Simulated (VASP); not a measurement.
Wanted: the native input for a VASP 6.6.1 run.

```
Task                   : single point
Functional             : PBE
Potentials or basis    : VASP PAW PBE potentials, release 64 (C)
Cutoff                 : 520 eV
k mesh                 : 21 × 21 × 6
Occupations            : gaussian, width 0.15 eV
Spin                   : no spin polarisation
Dipole correction      : no
Further INCAR settings : ALGO = Normal; EDIFF = 1e-06; NBANDS = 16
```

The structure of C lies in POSCAR:

```
C
1.0
    1.3428435810     -2.2047723607      0.0000000000
    1.3428435810      2.2047723607      0.0000000000
    0.0000000000      0.0000000000      8.9871718966
C
4
Direct
    0.0833329406      0.9166670594      0.7503043452
    0.5833329406      0.4166670594      0.2496956548
    0.9166670594      0.0833329406      0.2496956548
    0.4166670594      0.5833329406      0.7503043452
```

The input as run:

INCAR

```
ALGO     = Normal         # electronic algorithm
EDIFF    = 1E-6           # SCF threshold, eV
ENCUT    = 520            # plane-wave cutoff, eV
GGA      = PE             # functional
ISIF     = 2              # what is computed and relaxed
ISMEAR   = 0              # smearing method
LASPH    = True           # aspherical terms in the spheres
LCHARG   = False          # write CHGCAR
LREAL    = False          # projectors in reciprocal space
LWAVE    = False          # write WAVECAR
NBANDS   = 16             # bands
NELM     = 100            # most SCF steps
PREC     = Accurate       # precision mode
SIGMA    = 0.15           # smearing width, eV
```

KPOINTS

```
k-points
0
Gamma
  21 21 6
```

Potentials or basis: VASP PAW PBE potentials, release 64 (C).

Run with:

```bash
$ cat potpaw_PBE.64/C/POTCAR > POTCAR
$ mpirun -np 1 vasp_std > vasp.out
```

It gave:

| Property | Result |
| --- | --- |
| Pressure | -27.1 GPa |
| Largest force | 0.024 eV/Å |

Caveat: the stress differs along the axes, from -54 to -0 GPa; this functional lacks dispersion, which binds layers or chains, so the pressure and a relaxed spacing across them are unreliable.

Run time: 2.4 min on 1 thread of Intel(R) Xeon(R) 6975P-C (Granite Rapids), on a shared host, peak memory 0.39 GiB.
